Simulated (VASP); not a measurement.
BiTe, 2 atoms in the cell. It takes space group Cm (No. 8, monoclinic). The conventional cell has a = 7.200 Å, b = 4.845 Å, c = 4.339 Å, α = 90.00°, β = 117.00°, γ = 90.00°. Bi (site symmetry m) has 6 Te at 3.03 to 3.48 Å within 4.0 Å. Within 4.0 Å of Te (site symmetry m) lie 6 Bi at 3.03 to 3.48 Å.  This cell differs from its parent crystal: all Bi atoms moved +0.225 Å, as atom 1 towards its neighbour atom 2 (Te) at 3.252 Å.

```yaml
Program: VASP 6.6.1
Task: single point
Functional: PBE
Potentials_or_basis: VASP PAW PBE potentials, release 64 (Bi_d, Te)
Cutoff: 520 eV
k_mesh: 12 × 12 × 12
Occupations: gaussian, width 0.15 eV
Spin: no spin polarisation
Dipole_correction: no
Further_INCAR_settings: ALGO = Normal; EDIFF = 1e-06; NBANDS = 18
```

Potentials or basis: VASP PAW PBE potentials, release 64 (Bi_d, Te).

The run is started by

```sh
$ cat potpaw_PBE.64/Bi_d/POTCAR potpaw_PBE.64/Te/POTCAR > POTCAR
$ mpirun -np 1 vasp_std > vasp.out
```

Hardware: 1 thread of Intel(R) Xeon(R) Platinum 8375C CPU @ 2.90GHz (Ice Lake) (shared host).

Problem. How long does it take, and how much memory?

Solution. Wall time 5.8 min on 1 thread of Intel(R) Xeon(R) Platinum 8375C CPU @ 2.90GHz (Ice Lake), on a shared host, peak memory 0.63 GiB. Counts: scf iterations 11, k points 476.
